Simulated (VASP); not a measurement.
A run of VASP 6.6.1 is set up as follows.

The input INCAR:

```
ALGO = Normal
EDIFF = 1E-6
ENCUT = 520
GGA = PS
ISIF = 2
ISMEAR = 0
LASPH = True
LCHARG = False
LREAL = False
LWAVE = False
NBANDS = 14
NELM = 60
PREC = Accurate
SIGMA = 0.15
```

The input KPOINTS:

```
k-points
0
Gamma
  18 18 10
```

File POSCAR:

```
TiAl
1.0
    2.9102711662      0.0000000000      0.0000000000
   -1.4551355831      2.5203687618      0.0000000000
    0.0000000000      0.0000000000      4.7482542450
Ti Al
1 1
Direct
    0.0000000000      0.0000000000      0.0000000000
    0.3333333333      0.6666666667      0.5000000000
```

Potentials or basis: VASP PAW PBE potentials, release 64 (Ti_sv, Al).

Launch:

```console
$ cat potpaw_PBE.64/Ti_sv/POTCAR potpaw_PBE.64/Al/POTCAR > POTCAR
$ mpirun -np 1 vasp_std > vasp.out
```

(1) Estimate the pressure.

## Answers

(1) -6.9 GPa.

Caveat: the cell differs from its parent crystal (strain +0.015 along x and y, +0.015 along z); the PAW data sets were made with another functional, which shifts forces and pressure a little.
